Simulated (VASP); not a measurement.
# SnSe (I4/mmm) in VASP: further runs

Runs on SnSe. Level: r2SCAN. Tasks: single point.

Program: VASP 6.6.1. These are calculated values, not measurements. Logs are shortened: lines on timing, memory, paths and dates and some standing lists are left out, and cuts for length are marked.

## (1) The cell of the first run

The structure is tetragonal, space group I4/mmm (No. 139). The conventional cell has a = 4.257 Å, b = 4.257 Å, c = 5.659 Å, α = 90.00°, β = 90.00°, γ = 90.00°. Within 3.7 Å of Sn (site symmetry 4/mmm) lie 6 Se at 2.83 to 3.01 Å. Within 3.7 Å of Se (site symmetry 4/mmm) lie 6 Sn at 2.83 to 3.01 Å.

## (2) Single point, r2SCAN (strain -0.0600 x Voigt [1, 0, 0, 0, 0, 0])

Contents of POSCAR:

```
SnSe
1.0
    0.0000000000      3.0100000000      3.0100000000
    2.8294000000      0.0000000000      3.0100000000
    2.8294000000      3.0100000000      0.0000000000
Sn Se
1 1
Direct
    0.0000000000      0.0000000000      0.0000000000
    0.5000000000      0.5000000000      0.5000000000
```

Contents of INCAR.step1:

```
SYSTEM = SnSe
PREC = Accurate
ENCUT = 520
ISMEAR = 0
SIGMA = 0.05
LREAL = .False.
LASPH = .True.
NELM = 80
NBANDS = 17
GGA = PE
ALGO = Normal
EDIFF = 1E-4
LWAVE = .True.
LCHARG = .False.
```

Contents of INCAR.step2:

```
SYSTEM = SnSe
PREC = Accurate
ENCUT = 520
EDIFF = 1E-7
ISMEAR = 0
SIGMA = 0.05
LREAL = .False.
LASPH = .True.
NELM = 80
ALGO = Normal
ISIF = 2
LWAVE = .False.
LCHARG = .False.
METAGGA = R2SCAN
LMIXTAU = .True.
NBANDS = 17
ISTART = 1
```

Contents of KPOINTS:

```
regular mesh
0
Gamma
  10 10 10
  0 0 0
```

Potentials or basis: VASP PAW PBE potentials, release 64 (Sn_d, Se).

Run with:

```
$ cat potpaw_PBE.64/Sn_d/POTCAR potpaw_PBE.64/Se/POTCAR > POTCAR
$ cp INCAR.step1 INCAR
$ mpirun -np 1 vasp_std > vasp.out
$ cp INCAR.step2 INCAR
$ mpirun -np 1 vasp_std > vasp.out
```

OUTCAR:

```text
SYSTEM = SnSe
   PREC = Accurate
   ENCUT = 520
   EDIFF = 1E-7
   ISMEAR = 0
   LREAL = .False.
   LASPH = .True.
   NELM = 80
   ISIF = 2
   METAGGA = R2SCAN
   ISTART = 1

 ion  position               nearest neighbor table
   1  0.000  0.000  0.000-   2 2.83   2 2.83   2 3.01   2 3.01   2 3.01   2 3.01
   2  0.500  0.500  0.500-   1 2.83   1 2.83   1 3.01   1 3.01   1 3.01   1 3.01

  LATTYP: Found a body centered tetragonal cell.
 ALAT       =     4.2567828227
 C/A-ratio  =     1.3293607486

  Lattice vectors:

 A1 = (  -2.8294000000,   0.0000000000,  -3.0100000000)
 A2 = (  -2.8294000000,   0.0000000000,   3.0100000000)
 A3 = (   2.8294000000,   3.0100000000,   0.0000000000)

Analysis of symmetry for initial positions (statically):
=====================================================================
 Subroutine PRICEL returns:
 Original cell was already a primitive cell.

 Routine SETGRP: Setting up the symmetry group for a
 body centered tetragonal supercell.

 Subroutine GETGRP returns: Found 16 space group operations
 (whereof 16 operations were pure point group operations)
 out of a pool of 16 trial point group operations.

The static configuration has the point symmetry D_4h.

Analysis of symmetry for dynamics (positions and initial velocities):
=====================================================================
 Subroutine PRICEL returns:
 Original cell was already a primitive cell.

 Routine SETGRP: Setting up the symmetry group for a
 body centered tetragonal supercell.

 Subroutine GETGRP returns: Found 16 space group operations
 (whereof 16 operations were pure point group operations)
 out of a pool of 16 trial point group operations.

The dynamic configuration has the point symmetry D_4h.

 Subroutine INISYM returns: Found 16 space group operations
 (whereof 16 operations are pure point group operations),
 and found     1 'primitive' translations

----------------------------------------------------------------------------------------

                                     Primitive cell

  volume of cell :      51.2693

  direct lattice vectors                    reciprocal lattice vectors
     0.000000000  3.010000000  3.010000000    -0.176715912  0.166112957  0.166112957
     2.829400000  0.000000000  3.010000000     0.176715912 -0.166112957  0.166112957
     2.829400000  3.010000000  0.000000000     0.176715912  0.166112957 -0.166112957

  length of vectors
     4.256782823  4.131053662  4.131053662     0.293965206  0.293965206  0.293965206

  position of ions in fractional coordinates (direct lattice)
     0.000000000  0.000000000  0.000000000
     0.500000000  0.500000000  0.500000000

  ion indices of the primitive-cell ions
   primitive index   ion index
                 1           1
                 2           2

----------------------------------------------------------------------------------------

 KPOINTS: regular mesh

Automatic generation of k-mesh.
 Grid dimensions read from file:
 generate k-points for:   10   10   10

 Generating k-lattice:

  Cartesian coordinates                     Fractional coordinates (reciprocal lattice)
    -0.017671591  0.016611296  0.016611296     0.100000000  0.000000000  0.000000000
     0.017671591 -0.016611296  0.016611296     0.000000000  0.100000000 -0.000000000
     0.017671591  0.016611296 -0.016611296     0.000000000 -0.000000000  0.100000000

  Length of vectors
     0.029396521  0.029396521  0.029396521

  Shift w.r.t. Gamma in fractional coordinates (k-lattice)
     0.000000000  0.000000000  0.000000000

 Subroutine IBZKPT returns following result:
 ===========================================

 Found    102 irreducible k-points:

 Following reciprocal coordinates:
            Coordinates               Weight
  0.000000  0.000000  0.000000      1.000000
  0.100000 -0.000000 -0.000000      8.000000
  0.200000 -0.000000 -0.000000      8.000000
  0.300000  0.000000  0.000000      8.000000
  0.400000  0.000000  0.000000      8.000000
  0.500000 -0.000000 -0.000000      4.000000
[... 16 lines left out ...]
  0.300000  0.300000  0.000000      4.000000
  0.400000  0.300000  0.000000     16.000000
 [... further k-points ...]
   k-points           NKPTS =    102   k-points in BZ     NKDIM =    102   number of bands    NBANDS=     17
   number of dos      NEDOS =    301   number of ions     NIONS =      2
   total plane-waves  NPLWV =  32768
   dimension x,y,z NGX =    32 NGY =   32 NGZ =   32
   dimension x,y,z NGXF=    64 NGYF=   64 NGZF=   64
   ions per type =               1   1
   NGX,Y,Z   is equivalent  to a cutoff of  12.50, 12.88, 12.88 a.u.
   NGXF,Y,Z  is equivalent  to a cutoff of  24.99, 25.76, 25.76 a.u.
 SYSTEM =  SnSe
   PREC   = accura    normal or accurate (medium, high low for compatibility)
   ISTART =      1    job   : 0-new  1-cont  2-samecut
   ICHARG =      0    charge: 1-file 2-atom 10-const
   ISPIN  =      1    spin polarized calculation?
   LNONCOLLINEAR =      F non collinear calculations
   LSORBIT =      F    spin-orbit coupling
   LASPH  =      T    aspherical Exc in radial PAW
   ENCUT  =  520.0 eV  38.22 Ry    6.18 a.u.   7.91  7.68  7.68*2*pi/ulx,y,z
   NELM   =     80;   NELMIN=  2; NELMDL=  0     # of ELM steps
   EDIFF  = 0.1E-06   stopping-criterion for ELM
   LREAL  =      F    real-space projection
   EDIFFG = 0.1E-05   stopping-criterion for IOM
   NSW    =      0    number of steps for IOM
   IBRION =     -1    ionic relax: 0-MD 1-quasi-New 2-CG
   NFREE  =      0    steps in history (QN), initial steepest desc. (CG)
   ISIF   =      2    stress and relaxation
   ISYM   =      2    0-nonsym 1-usesym 2-fastsym
   POTIM  = 0.5000    time-step for ionic-motion
   TEBEG  =    0.0;   TEEND  =   0.0 temperature during run
   PSTRESS=    0.0 pullay stress
   NELECT =      20.0000    total number of electrons
   NUPDOWN=      -1.0000    fix difference up-down
   EMIN   =  10.00;   EMAX   =-10.00  energy-range for DOS
   EFERMI =   0.00;   METHOD = LEGACY
   ISMEAR =     0;   SIGMA  =   0.05  broadening in eV -4-tet -1-fermi 0-gaus
   EFERMI_NEDOS =   21; number of points for ismear=-14 and -15
   IALGO  =     38    algorithm
   IMIX   =      4    mixing-type and parameters
     AMIX     =   0.40;   BMIX     =  1.00
     AMIX_MAG =   1.60;   BMIX_MAG =  1.00
  volume/ion in A,a.u.               =      25.63       172.99
  Fermi-wavevector in a.u.,A,eV,Ry     =   1.196187  2.260466 19.468075  1.430863
  Thomas-Fermi vector in A             =   2.332134
   LORBIT       =      0    0 simple, 1 ext, 2 COOP (PROOUT), +10 PAW based schemes
   METAGGA = R2SCAN    functional components
   LHFCALC =     F    Hartree Fock is set to
   AEXX    =    0.0000 exact exchange contribution
   IVDW    =     0    specifies the selected vdW correction
   LEPSILON=     F    determine dielectric tensor
   LRPA    =     F    only Hartree local field effects (RPA)
 non-spin polarized calculation
 Gauss-broadening in eV      SIGMA  =   0.05
  energy-cutoff  :      520.00
  volume of cell :       51.27
 maximum number of plane-waves:      1394
   NGX = 15   NGY = 15   NGZ = 15

 number of electron      19.9999999 magnetization

 Free energy of the ion-electron system (eV)
  ---------------------------------------------------
  ext. energy  EPLUGINS =         0.00000000
  ---------------------------------------------------
  free energy    TOTEN  =       -39.76767476 eV

  energy without entropy =      -39.76767476  energy(sigma->0) =      -39.76767476

 E-fermi :   6.6632     XC(G=0): -10.4898

 val. band max:        6.4640297011   @ k =  -0.2000   0.2000   0.0000
 cond. band min:       6.8662376908   @ k =   0.5000   0.1000   0.1000
 fundamental gap:      0.4022079898
 Fermi energy:         6.6632384549

 k-point     1 :       0.0000    0.0000    0.0000
  band No.  band energies     occupation
      1     -16.1263      2.00000
      2     -16.1188      2.00000
      3     -16.1100      2.00000
      4     -16.1050      2.00000
      5     -16.1050      2.00000
      6      -8.7749      2.00000
[... 9 lines left out ...]
     16      12.7156      0.00000
     17      14.3314      0.00000

 k-point     2 :       0.1000   -0.0000   -0.0000
  band No.  band energies     occupation
      1     -16.1266      2.00000
      2     -16.1184      2.00000
      3     -16.1110      2.00000
      4     -16.1041      2.00000
      5     -16.1037      2.00000
      6      -8.6926      2.00000
[... 9 lines left out ...]
     16      12.8356      0.00000
     17      15.0774      0.00000

 k-point     3 :       0.2000   -0.0000   -0.0000
  band No.  band energies     occupation
      1     -16.1279      2.00000
      2     -16.1183      2.00000
      3     -16.1129      2.00000
      4     -16.1015      2.00000
      5     -16.0997      2.00000
      6      -8.4597      2.00000
[... 9 lines left out ...]
     16      13.4218      0.00000
     17      16.7507      0.00000

 k-point     4 :       0.3000    0.0000    0.0000
  band No.  band energies     occupation
      1     -16.1303      2.00000
      2     -16.1209      2.00000
      3     -16.1131      2.00000
      4     -16.0977      2.00000
      5     -16.0940      2.00000
      6      -8.1262      2.00000
[... 9 lines left out ...]
     16      14.4507      0.00000
     17      18.7663      0.00000
[... 343 lines left out ...]
      1     -16.1306      2.00000
      2     -16.1194      2.00000
      3     -16.1161      2.00000
      4     -16.0975      2.00000
      5     -16.0917      2.00000
      6      -7.9987      2.00000
[... 9 lines left out ...]
     16      15.9279      0.00000
     17      16.6249      0.00000

 k-point    23 :       0.3000    0.3000    0.0000
  band No.  band energies     occupation
      1     -16.1476      2.00000
      2     -16.1102      2.00000
      3     -16.1083      2.00000
      4     -16.1082      2.00000
      5     -16.0871      2.00000
      6      -7.9527      2.00000
[... 9 lines left out ...]
     16      16.7991      0.00000
     17      17.1242      0.00000

 k-point    24 :       0.4000    0.3000    0.0000
  band No.  band energies     occupation
      1     -16.1525      2.00000
      2     -16.1102      2.00000
      3     -16.1091      2.00000
      4     -16.1055      2.00000
      5     -16.0836      2.00000
      6      -7.7099      2.00000
[... 9 lines left out ...]
     16      17.6622      0.00000
     17      18.1267      0.00000

 [... further k-points ...]

------------------------ aborting loop because EDIFF is reached ----------------------------------------

  FORCE on cell =-STRESS in cart. coord.  units (eV):
  Direction    XX          YY          ZZ          XY          YZ          ZX
  --------------------------------------------------------------------------------------
  -------------------------------------------------------------------------------------
  Total        3.7483417      0.2313004      0.2313004      0.0000000      0.0000000     -0.0000000
  in kB      117.1365476      7.2281899      7.2281899      0.0000000      0.0000000     -0.0000000
  external PRESSURE =      43.8643091 kB  Pullay stress =       0.0000000 kB

 VOLUME and BASIS-vectors are now :
 -----------------------------------------------------------------------------
  energy-cutoff  :      520.00
  volume of cell :       51.27
      direct lattice vectors                 reciprocal lattice vectors
     0.000000000  3.010000000  3.010000000    -0.176715912  0.166112957  0.166112957
     2.829400000  0.000000000  3.010000000     0.176715912 -0.166112957  0.166112957
     2.829400000  3.010000000  0.000000000     0.176715912  0.166112957 -0.166112957

 POSITION                                       TOTAL-FORCE (eV/Angst)
 -----------------------------------------------------------------------------------
      0.00000      0.00000      0.00000         0.000000      0.000000     -0.000000
      2.82940      3.01000      3.01000         0.000000     -0.000000      0.000000
 -----------------------------------------------------------------------------------
    total drift:                                0.000000     -0.000000     -0.000000

  FREE ENERGIE OF THE ION-ELECTRON SYSTEM (eV)
  ---------------------------------------------------
  free  energy   TOTEN  =       -39.7676747607 eV

  energy  without entropy=      -39.7676747606  energy(sigma->0) =      -39.76767476
```

Run time: 6.2 min. Hardware: 1 thread of Intel Xeon 8259CL, shared host; peak memory 0.25 GiB.

Results:

```
Free energy            : -39.7677 eV
Pressure               : 4.4 GPa
Band gap on the k mesh : 0.40 eV (least direct gap 0.48 eV)
```

Levels at points of the mesh, in eV from the valence-band top:
| k point | band 6 | band 7 | band 8 | band 9 | band 10 | band 11 | band 12 | band 13 | band 14 | band 15 |
| --- | --- | --- | --- | --- | --- | --- | --- | --- | --- | --- |
| (0.00, 0.00, 0.00) | -15.24 | -5.03 | -3.33 | -2.66 | -2.66 | 4.03 | 4.03 | 5.76 | 5.78 | 5.78 |
| (0.50, 0.00, 0.00) | -14.12 | -8.99 | -2.66 | -2.55 | -0.12 | 0.77 | 0.86 | 1.32 | 8.70 | 10.15 |
| (0.50, 0.50, 0.00) | -13.84 | -6.41 | -6.28 | -4.79 | -4.03 | 2.95 | 5.07 | 6.26 | 6.83 | 10.48 |
| (0.00, 0.50, 0.50) | -13.58 | -6.58 | -6.55 | -4.57 | -4.57 | 2.71 | 5.59 | 5.59 | 7.16 | 10.76 |

Caveat: the cell differs from its parent crystal (strain -0.0600 x Voigt [1, 0, 0, 0, 0, 0]); the stress differs along the axes, from 1 to 12 GPa; semilocal functionals underestimate gaps, and a narrow one can read as zero; the PAW data sets were made with another functional, which shifts forces and pressure a little; spin-orbit coupling is left out, which moves the levels of the heavy elements. A k mesh can miss the band edges.

## (3) Single point, r2SCAN (strain -0.0450 x Voigt [1, 0, 0, 0, 0, 0])

Contents of POSCAR:

```
SnSe
1.0
    0.0000000000      3.0100000000      3.0100000000
    2.8745500000      0.0000000000      3.0100000000
    2.8745500000      3.0100000000      0.0000000000
Sn Se
1 1
Direct
    0.0000000000      0.0000000000      0.0000000000
    0.5000000000      0.5000000000      0.5000000000
```

Contents of INCAR.step1:

```
PREC = Accurate ; ENCUT = 520
ISMEAR = 0 ; SIGMA = 0.05
LREAL = False ; LASPH = True
NELM = 100 ; NBANDS = 17
GGA = PE ; ALGO = Normal
EDIFF = 1E-4 ; LWAVE = True
LCHARG = False
```

Contents of INCAR.step2:

```
PREC = Accurate ; ENCUT = 520
EDIFF = 1E-6 ; ISMEAR = 0
SIGMA = 0.05 ; LREAL = False
LASPH = True ; NELM = 100
ALGO = Normal ; ISIF = 2
LWAVE = False ; LCHARG = False
METAGGA = R2SCAN ; LMIXTAU = True
NBANDS = 17 ; ISTART = 1
```

Contents of KPOINTS:

```
regular mesh
0
Gamma
  10 10 10
```

Potentials or basis: VASP PAW PBE potentials, release 64 (Sn_d, Se).

Run with:

```
$ cat potpaw_PBE.64/Sn_d/POTCAR potpaw_PBE.64/Se/POTCAR > POTCAR
$ cp INCAR.step1 INCAR
$ mpirun -np 1 vasp_std > vasp.out
$ cp INCAR.step2 INCAR
$ mpirun -np 1 vasp_std > vasp.out
```

Wall time 5.5 min (1 thread of Intel Xeon 8259CL, shared host); peak memory 0.25 GiB.

The run converged. Its results:

- Free energy: -39.8181 eV
- Pressure: 3.0 GPa
- Band gap on the k mesh: 0.50 eV (least direct gap 0.60 eV)

Stress tensor (GPa, compression positive):
```
8.02 0.00 0.00
0.00 0.53 0.00
0.00 0.00 0.53
```

Levels at points of the mesh, in eV from the valence-band top:
```
           k point  band 8  band 9  band 10  band 11  band 12  band 13
(0.00, 0.00, 0.00)   -3.07   -2.57    -2.57     4.20     4.20     5.45
(0.50, 0.00, 0.00)   -2.50   -2.42     0.00     0.75     1.02     1.33
(0.50, 0.50, 0.00)   -6.21   -4.53    -3.97     3.07     5.25     6.31
(0.00, 0.50, 0.50)   -6.31   -4.36    -4.36     2.89     5.63     5.63
```

Caveat: the cell differs from its parent crystal (strain -0.0450 x Voigt [1, 0, 0, 0, 0, 0]); the stress differs along the axes, from 1 to 8 GPa; semilocal functionals underestimate gaps, and a narrow one can read as zero; the PAW data sets were made with another functional, which shifts forces and pressure a little; spin-orbit coupling is left out, which moves the levels of the heavy elements. A k mesh can miss the band edges.

## (4) Single point, r2SCAN (strain -0.0300 x Voigt [1, 0, 0, 0, 0, 0])

Contents of POSCAR:

```
SnSe
1.0
    0.0000000000      3.0100000000      3.0100000000
    2.9197000000      0.0000000000      3.0100000000
    2.9197000000      3.0100000000      0.0000000000
Sn Se
1 1
Direct
    0.0000000000      0.0000000000      0.0000000000
    0.5000000000      0.5000000000      0.5000000000
```

Contents of INCAR.step1:

```
ALGO     = Normal         # electronic algorithm
EDIFF    = 1E-4           # SCF threshold, eV
ENCUT    = 520            # plane-wave cutoff, eV
GGA      = PE             # functional
ISMEAR   = 0              # smearing method
LASPH    = True           # aspherical terms in the spheres
LCHARG   = False          # write CHGCAR
LREAL    = False          # projectors in reciprocal space
LWAVE    = True           # write WAVECAR
NBANDS   = 17             # bands
NELM     = 80             # most SCF steps
PREC     = Accurate       # precision mode
SIGMA    = 0.05           # smearing width, eV
```

Contents of INCAR.step2:

```
ALGO     = Normal         # electronic algorithm
EDIFF    = 1E-7           # SCF threshold, eV
ENCUT    = 520            # plane-wave cutoff, eV
ISIF     = 2              # what is computed and relaxed
ISMEAR   = 0              # smearing method
ISTART   = 1            
LASPH    = True           # aspherical terms in the spheres
LCHARG   = True           # write CHGCAR
LELF     = True           # ELF
LMIXTAU  = True         
LREAL    = False          # projectors in reciprocal space
LVHAR    = True         
LWAVE    = False          # write WAVECAR
METAGGA  = R2SCAN         # meta-GGA
NBANDS   = 17             # bands
NELM     = 80             # most SCF steps
PREC     = Accurate       # precision mode
SIGMA    = 0.05           # smearing width, eV
```

Contents of KPOINTS:

```
k-points
0
Gamma
  10 10 10
```

Run with:

```
$ cat potpaw_PBE.64/Sn_d/POTCAR potpaw_PBE.64/Se/POTCAR > POTCAR
$ cp INCAR.step1 INCAR
$ mpirun -np 1 vasp_std > vasp.out
$ cp INCAR.step2 INCAR
$ mpirun -np 1 vasp_std > vasp.out
```

Run time: 5.9 min. Hardware: 1 thread of Intel Xeon 8259CL, shared host; peak memory 0.25 GiB.

Results (log left out):

```yaml
Free_energy: -39.8510 eV
Pressure: 1.8 GPa
Band_gap_on_the_k_mesh: 0.49 eV (least direct gap 0.63 eV)
```

Stress tensor (GPa, compression positive):
```
4.86 0.00 0.00
0.00 0.34 0.00
0.00 0.00 0.34
```

Levels at points of the mesh, in eV from the valence-band top:
| k point | band 8 | band 9 | band 10 | band 11 | band 12 | band 13 |
| --- | --- | --- | --- | --- | --- | --- |
| (0.00, 0.00, 0.00) | -2.92 | -2.60 | -2.60 | 4.25 | 4.25 | 5.05 |
| (0.50, 0.00, 0.00) | -2.46 | -2.40 | 0.00 | 0.63 | 1.05 | 1.24 |
| (0.50, 0.50, 0.00) | -6.12 | -4.39 | -4.03 | 3.07 | 5.32 | 6.15 |
| (0.00, 0.50, 0.50) | -6.19 | -4.28 | -4.28 | 2.96 | 5.56 | 5.56 |

Caveat: the cell differs from its parent crystal (strain -0.0300 x Voigt [1, 0, 0, 0, 0, 0]); semilocal functionals underestimate gaps, and a narrow one can read as zero; the PAW data sets were made with another functional, which shifts forces and pressure a little; spin-orbit coupling is left out, which moves the levels of the heavy elements.

## (5) Summary

```tsv
cell	gap on the mesh (eV)	pressure (GPa)
a = 4.257, b = 4.131, c = 4.131 Å, angles 62.0, 59.0, 59.0°, 2 atoms	0.40	4.4
a = 4.257, b = 4.162, c = 4.162 Å, angles 61.5, 59.2, 59.2°, 2 atoms	0.50	3.0
a = 4.257, b = 4.193, c = 4.193 Å, angles 61.0, 59.5, 59.5°, 2 atoms	0.49	1.8
```

Alike in all rows: task single point; level r2SCAN; potentials or basis VASP PAW PBE potentials, release 64 (Sn_d, Se); no spin polarisation; k mesh 10 × 10 × 10; cutoff (eV) 520; smearing gaussian 0.05 eV.

Caveats: semilocal functionals underestimate gaps, and a narrow one can read as zero; the PAW data sets were made with another functional, which shifts forces and pressure a little; spin-orbit coupling is left out, which moves the levels of the heavy elements; the stress differs along the axes, from 1 to 12 GPa (at least some runs); the stress differs along the axes, from 1 to 8 GPa (at least some runs).

Absolute energies hang on the potentials; compare differences alone.
